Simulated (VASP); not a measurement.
KRe3: single point with PBE

KRe3:

```
K Re
1.0
     3.13147    0.00000    0.00000
     0.00000    3.13147    0.00000
     0.00000    0.00000    8.64826
K Re
1 3
Direct
  0.00000 0.00000 0.50000
  0.50000 0.50000 0.16015
  0.50000 0.50000 0.83985
  0.00000 0.00000 0.00000
```

The cell was generated, and may not be a known phase.

```
Program             : VASP 6.6.1
Task                : single point
Functional          : PBE
Potentials or basis : VASP PAW PBE potentials, release 64 (K_sv, Re)
Cutoff              : 520 eV
k mesh              : 14 × 14 × 6
Occupations         : gaussian, width 0.1 eV
Spin                : no spin polarisation
```

| Property | Result |
| --- | --- |
| Pressure | -0.4 GPa |
| Largest force | 0.080 eV/Å |
| Band gap on the k mesh | zero (bands 15 and 16 overlap by 1.71 eV) |

Forces on the atoms (eV/Å):
```
K    0.000  0.000  0.000
Re   0.000  0.000 -0.080
Re   0.000  0.000  0.080
Re   0.000  0.000  0.000
```

Stress tensor (GPa, compression positive):
```
-0.30  0.00  0.00
 0.00 -0.30  0.00
 0.00  0.00 -0.49
```

Levels at points of the mesh, in eV from the Fermi level:
```
           k point  band 11  band 12  band 13  band 14  band 15  band 16  band 17  band 18  band 19  band 20
(0.00, 0.00, 0.00)    -2.16    -1.95    -1.95    -1.06    -1.06    -0.38     0.55     0.85     1.73     1.95
(0.50, 0.00, 0.00)    -2.71    -1.32    -0.75    -0.20    -0.09     0.89     1.30     1.30     1.75     2.02
(0.50, 0.50, 0.00)    -2.88    -0.27    -0.02    -0.02     0.87     1.22     1.31     1.79     2.19     2.19
(0.00, 0.00, 0.50)    -1.94    -1.94    -1.78    -1.07    -1.07    -0.80     0.57     0.85     1.99     1.99
(0.50, 0.00, 0.50)    -2.58    -1.64    -0.76     0.06     0.16     0.87     1.12     1.29     1.44     2.08
(0.50, 0.50, 0.50)    -2.93     0.06     0.12     0.24     0.24     0.87     1.31     1.72     1.72     2.19
```

Wall time 10 min on 1 thread of AMD EPYC 9R45 96-Core Processor (Zen 5), on a shared host, peak memory 0.35 GiB.

Caveat: spin-orbit coupling is left out, which moves the levels of the heavy elements.
